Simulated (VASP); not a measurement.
The system is DyAgH2.

```
CELL_PARAMETERS angstrom
2.14307 -4.56472 0.00000
2.14307 4.56472 0.00000
0.00000 0.00000 5.10287
ATOMIC_POSITIONS crystal
Dy 0.68297 0.31703 0.25000
Dy 0.31703 0.68297 0.75000
Ag 0.00000 0.00000 0.00000
Ag 0.00000 0.00000 0.50000
H 0.42793 0.25792 0.75000
H 0.25792 0.42793 0.25000
H 0.57207 0.74208 0.25000
H 0.74208 0.57207 0.75000
```

The cell was generated, and may not be a known phase.

| Property | Result |
| --- | --- |
| Program | VASP 6.6.1 |
| Task | relaxation of cell and atoms |
| Functional | PBE |
| Potentials or basis | VASP PAW PBE potentials, release 64 (Dy_3, Ag, H), 4f in core |
| Cutoff | 500 eV |
| k mesh | 4 × 4 × 3 |
| Occupations | gaussian, width 0.2 eV |
| Spin | no spin polarisation |

At the start: pressure 8.3 GPa; volume 12.48 Å³/atom.

Where does the relaxation end?

Over 17 steps the energy falls by 174.4 meV/atom and the volume is 13.59 Å³/atom (+8.9 %); space group Cmcm (No. 63, to 0.1 Å) before and after.

Step by step:
| step | energy change (eV) | largest force (eV/Å) | pressure (GPa) | volume (Å³) |
| --- | --- | --- | --- | --- |
| 1 | 0.0000 | 0.6166 | 8.33 | 99.84 |
| 2 | -0.4913 | 0.5825 | -0.69 | 109.42 |
| 3 | -0.5228 | 0.5788 | -3.23 | 113.25 |
| 4 | -0.7450 | 0.5415 | -2.29 | 111.66 |
| 5 | -1.0310 | 0.9448 | 0.93 | 107.80 |
| 6 | -1.0347 | 1.1767 | 2.81 | 105.97 |
| 7 | -1.1625 | 0.9059 | 1.92 | 107.03 |
| 8 | -1.2410 | 0.3586 | 0.82 | 108.77 |
| 9 | -1.3149 | 0.2154 | 0.00 | 109.57 |
| 10 | -1.3606 | 0.1385 | -1.18 | 111.00 |
| 11 | -1.3613 | 0.1469 | -1.06 | 110.84 |
| 12 | -1.3730 | 0.1422 | -0.03 | 109.30 |
| 13 | -1.3743 | 0.1415 | 0.47 | 108.61 |
| 14 | -1.3825 | 0.1107 | 0.33 | 108.62 |
| 15 | -1.3919 | 0.1050 | 0.05 | 108.67 |
| 16 | -1.3921 | 0.1210 | 0.02 | 108.68 |
| 17 | -1.3950 | 0.0706 | -0.10 | 108.73 |

Final structure:
```
Dy Ag H
1.0
     2.56352   -4.11930    0.00000
     2.56352    4.11930    0.00000
     0.00000    0.00000    5.14845
Dy Ag H
2 2 4
Direct
  0.65624 0.34376 0.25000
  0.34376 0.65624 0.75000
  0.00000 0.00000 0.00000
  0.00000 0.00000 0.50000
  0.39579 0.17811 0.75000
  0.17811 0.39579 0.25000
  0.60421 0.82189 0.25000
  0.82189 0.60421 0.75000
```

Caveat: the k points lie up to 0.41 Å⁻¹ apart in the final cell, too coarse for converged energies and pressures of a metal; the relaxation stopped at a loose force limit of 0.08 eV/Å, so its end isn't a converged minimum.
